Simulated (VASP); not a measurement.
# NaI (F-43m) in VASP: single point with r2SCAN+rVV10

Aim: the single point of NaI with r2SCAN+rVV10.

All numbers are computed with VASP 6.6.1; they aren't measurements. Logs are shortened: lines on timing, memory, paths and dates and some standing lists are left out, and cuts for length are marked.

## (1) The cell of the first run

The structure is cubic, space group F-43m (No. 216). The conventional cell has a = 7.023 Å, b = 7.023 Å, c = 7.023 Å, α = 90.00°, β = 90.00°, γ = 90.00°. Na (site symmetry -43m) has 4 I at 3.04 Å within 4.0 Å. I (site symmetry -43m) has 4 Na at 3.04 Å within 4.0 Å.

## (2) Single point, r2SCAN+rVV10

Contents of POSCAR:

```
NaI
1.0
    0.0000000000      3.5114535345      3.5114535345
    3.5114535345      0.0000000000      3.5114535345
    3.5114535345      3.5114535345      0.0000000000
Na I
1 1
Direct
    0.0000000000      0.0000000000      0.0000000000
    0.2500000000      0.2500000000      0.2500000000
```

Contents of INCAR.step1:

```
SYSTEM = NaI
  PREC = Accurate
  ENCUT = 550
  ISMEAR = -1
  SIGMA = 0.03
  LREAL = .False.
  LASPH = .True.
  NELM = 120
  NBANDS = 14
  GGA = PE
  ALGO = Normal
  EDIFF = 1E-5
  LWAVE = .True.
  LCHARG = .False.
  GGA_COMPAT = .False.
```

Contents of INCAR.step2:

```
SYSTEM = NaI
  PREC = Accurate
  ENCUT = 550
  EDIFF = 1E-6
  ISMEAR = -1
  SIGMA = 0.03
  LREAL = .False.
  LASPH = .True.
  NELM = 120
  ALGO = Normal
  ISIF = 2
  LWAVE = .False.
  LCHARG = .False.
  METAGGA = R2SCAN
  LMIXTAU = .True.
  LUSE_VDW = .True.
  IVDW_NL = 2
  BPARAM = 11.95
  CPARAM = 0.0093
  NBANDS = 14
  ISTART = 1
  GGA_COMPAT = .False.
```

Contents of KPOINTS:

```
Automatic mesh
0
Gamma
  8 8 8
  0 0 0
```

Potentials or basis: VASP PAW PBE potentials, release 64 (Na_pv, I).

Launch:

```sh
$ cat potpaw_PBE.64/Na_pv/POTCAR potpaw_PBE.64/I/POTCAR > POTCAR
$ cp INCAR.step1 INCAR
$ mpirun -np 1 vasp_std > vasp.out
$ cp INCAR.step2 INCAR
$ mpirun -np 1 vasp_std > vasp.out
```

OUTCAR:

```text
SYSTEM = NaI
   PREC = Accurate
   ENCUT = 550
   EDIFF = 1E-6
   ISMEAR = -1
   LREAL = .False.
   LASPH = .True.
   NELM = 120
   ISIF = 2
   METAGGA = R2SCAN
   IVDW_NL = 2
   BPARAM = 11.95
   ISTART = 1

 ion  position               nearest neighbor table
   1  0.000  0.000  0.000-   2 3.04   2 3.04   2 3.04   2 3.04
   2  0.250  0.250  0.250-   1 3.04   1 3.04   1 3.04   1 3.04

  LATTYP: Found a face centered cubic cell.
 ALAT       =     7.0229070690

  Lattice vectors:

 A1 = (   0.0000000000,   3.5114535345,   3.5114535345)
 A2 = (   3.5114535345,   0.0000000000,   3.5114535345)
 A3 = (   3.5114535345,   3.5114535345,   0.0000000000)

Analysis of symmetry for initial positions (statically):
=====================================================================
 Subroutine PRICEL returns:
 Original cell was already a primitive cell.

 Routine SETGRP: Setting up the symmetry group for a
 face centered cubic supercell.

 Subroutine GETGRP returns: Found 24 space group operations
 (whereof 24 operations were pure point group operations)
 out of a pool of 48 trial point group operations.

The static configuration has the point symmetry T_d .

Analysis of symmetry for dynamics (positions and initial velocities):
=====================================================================
 Subroutine PRICEL returns:
 Original cell was already a primitive cell.

 Routine SETGRP: Setting up the symmetry group for a
 face centered cubic supercell.

 Subroutine GETGRP returns: Found 24 space group operations
 (whereof 24 operations were pure point group operations)
 out of a pool of 48 trial point group operations.

The dynamic configuration has the point symmetry T_d .

 Subroutine INISYM returns: Found 24 space group operations
 (whereof 24 operations are pure point group operations),
 and found     1 'primitive' translations

----------------------------------------------------------------------------------------

                                     Primitive cell

  volume of cell :      86.5946

  direct lattice vectors                    reciprocal lattice vectors
     0.000000000  3.511453535  3.511453535    -0.142391176  0.142391176  0.142391176
     3.511453535  0.000000000  3.511453535     0.142391176 -0.142391176  0.142391176
     3.511453535  3.511453535  0.000000000     0.142391176  0.142391176 -0.142391176

  length of vectors
     4.965945212  4.965945212  4.965945212     0.246628752  0.246628752  0.246628752

  position of ions in fractional coordinates (direct lattice)
     0.000000000  0.000000000  0.000000000
     0.250000000  0.250000000  0.250000000

[... 90 lines left out ...]
   EFERMI =   0.00;   METHOD = LEGACY
   ISMEAR =    -1;   SIGMA  =   0.03  broadening in eV -4-tet -1-fermi 0-gaus
   EFERMI_NEDOS =   21; number of points for ismear=-14 and -15
   IALGO  =     38    algorithm
   IMIX   =      4    mixing-type and parameters
     AMIX     =   0.40;   BMIX     =  1.00
     AMIX_MAG =   1.60;   BMIX_MAG =  1.00
  volume/ion in A,a.u.               =      43.30       292.18
  Fermi-wavevector in a.u.,A,eV,Ry     =   0.891841  1.685334 10.821798  0.795380
  Thomas-Fermi vector in A             =   2.013713
   LORBIT       =      0    0 simple, 1 ext, 2 COOP (PROOUT), +10 PAW based schemes
   METAGGA = R2SCAN    functional components
   LHFCALC =     F    Hartree Fock is set to
   AEXX    =    0.0000 exact exchange contribution
   IVDW_NL    =     2    kernel type
   BPARAM     =11.9500
   IVDW    =     0    specifies the selected vdW correction
   LEPSILON=     F    determine dielectric tensor
   LRPA    =     F    only Hartree local field effects (RPA)
 non-spin polarized calculation
  energy-cutoff  :      550.00
  volume of cell :       86.59
 maximum number of plane-waves:      2637
 NGX is ok and might be reduce to    40
   NGX = 19   NGY = 19   NGZ = 19

 number of electron      14.0000007 magnetization

 Free energy of the ion-electron system (eV)
  ---------------------------------------------------
  ext. energy  EPLUGINS =         0.00000000
  ---------------------------------------------------
  free energy    TOTEN  =       -30.35358808 eV

  energy without entropy =      -30.35358808  energy(sigma->0) =      -30.35358808

 E-fermi :  -0.6666     XC(G=0):  -6.9939

 val. band max:       -1.3391630880   @ k =   0.0000   0.0000   0.0000
 cond. band min:       3.0139707656   @ k =   0.0000   0.0000   0.0000
 fundamental gap:      4.3531338536
 Fermi energy:        -0.6666262509

 k-point     1 :       0.0000    0.0000    0.0000
  band No.  band energies     occupation
      1     -24.1292      2.00000
      2     -24.1292      2.00000
      3     -24.1291      2.00000
      4     -12.1168      2.00000
      5      -1.3392      2.00000
      6      -1.3392      2.00000
      7      -1.3392      2.00000
      8       3.0140      0.00000
      9       7.2261      0.00000
     10       7.2261      0.00000
     11       7.2261      0.00000
     12       8.9509      0.00000
     13       8.9509      0.00000
     14      10.5336      0.00000
[... 377 lines left out ...]
      1     -24.1321      2.00000
      2     -24.1301      2.00000
      3     -24.1297      2.00000
      4     -11.9405      2.00000
      5      -2.4622      2.00000
      6      -1.8517      2.00000
      7      -1.5913      2.00000
      8       5.4782      0.00000
      9       5.5837      0.00000
     10       7.1823      0.00000
     11       7.5441      0.00000
     12       9.3469      0.00000
     13      10.2612      0.00000
     14      11.1551      0.00000

 [... further k-points ...]

------------------------ aborting loop because EDIFF is reached ----------------------------------------

  FORCE on cell =-STRESS in cart. coord.  units (eV):
  Direction    XX          YY          ZZ          XY          YZ          ZX
  --------------------------------------------------------------------------------------
  -------------------------------------------------------------------------------------
  Total       -0.0195735     -0.0195735     -0.0195735      0.0000000     -0.0000000      0.0000000
  in kB       -0.3621502     -0.3621502     -0.3621502      0.0000000     -0.0000000      0.0000000
  external PRESSURE =      -0.3621502 kB  Pullay stress =       0.0000000 kB

 VOLUME and BASIS-vectors are now :
 -----------------------------------------------------------------------------
  energy-cutoff  :      550.00
  volume of cell :       86.59
      direct lattice vectors                 reciprocal lattice vectors
     0.000000000  3.511453535  3.511453535    -0.142391176  0.142391176  0.142391176
     3.511453535  0.000000000  3.511453535     0.142391176 -0.142391176  0.142391176
     3.511453535  3.511453535  0.000000000     0.142391176  0.142391176 -0.142391176

 POSITION                                       TOTAL-FORCE (eV/Angst)
 -----------------------------------------------------------------------------------
      0.00000      0.00000      0.00000         0.000000      0.000000      0.000000
      1.75573      1.75573      1.75573        -0.000000     -0.000000     -0.000000
 -----------------------------------------------------------------------------------
    total drift:                               -0.000000     -0.000000     -0.000000

  FREE ENERGIE OF THE ION-ELECTRON SYSTEM (eV)
  ---------------------------------------------------
  free  energy   TOTEN  =       -30.3535880838 eV

  energy  without entropy=      -30.3535880838  energy(sigma->0) =      -30.35358808
```

OSZICAR.step1:

```text
N       E                     dE             d eps       ncg     rms          rms(c)
DAV:   1     0.845406646997E+02    0.84541E+02   -0.66043E+03   812   0.890E+02
DAV:   2     0.229507171011E+01   -0.82246E+02   -0.76971E+02   850   0.204E+02
DAV:   3    -0.517146500526E+01   -0.74665E+01   -0.74237E+01  1034   0.625E+01
DAV:   4    -0.537282041031E+01   -0.20136E+00   -0.20130E+00  1054   0.108E+01
DAV:   5    -0.537682168552E+01   -0.40013E-02   -0.40012E-02  1132   0.141E+00    0.166E+00
DAV:   6    -0.528011420911E+01    0.96707E-01   -0.12616E-01   932   0.166E+00    0.114E+00
DAV:   7    -0.527256693751E+01    0.75473E-02   -0.10182E-01   962   0.138E+00    0.705E-01
DAV:   8    -0.528168374487E+01   -0.91168E-02   -0.10158E-02   938   0.654E-01    0.213E-01
DAV:   9    -0.528151390889E+01    0.16984E-03   -0.22618E-04  1016   0.135E-01    0.644E-02
DAV:  10    -0.528186525603E+01   -0.35135E-03   -0.42830E-04   932   0.127E-01    0.180E-02
DAV:  11    -0.528188219485E+01   -0.16939E-04   -0.41160E-05  1058   0.521E-02    0.489E-03
DAV:  12    -0.528188450425E+01   -0.23094E-05   -0.35283E-06   950   0.108E-02
   1 F= -.52818845E+01 E0= -.52818845E+01  d E =-.246337E-11
```

Run time: 3.3 min. Hardware: 1 thread of AMD EPYC 7R13 (Zen 3), shared host; peak memory 0.46 GiB.

What came out:

| Item | Value |
| --- | --- |
| Free energy | -30.3536 eV |
| Pressure | 0.0 GPa |
| Band gap on the k mesh | 4.35 eV |

Levels at points of the mesh, in eV from the valence-band top:
| k point | band 5 | band 6 | band 7 | band 8 | band 9 | band 10 |
| --- | --- | --- | --- | --- | --- | --- |
| (0.00, 0.00, 0.00) | 0.00 | 0.00 | 0.00 | 4.35 | 8.57 | 8.57 |
| (0.50, 0.00, 0.00) | -1.29 | -0.14 | -0.14 | 6.06 | 8.12 | 8.20 |
| (0.50, 0.50, 0.00) | -1.18 | -0.42 | -0.42 | 5.43 | 6.81 | 9.93 |

Caveat: the structure was generated, so it needn't be the stable form of NaI; the PAW data sets were made with another functional, which shifts forces and pressure a little; spin-orbit coupling is left out, which moves the levels of the heavy elements. A k mesh can miss the band edges.
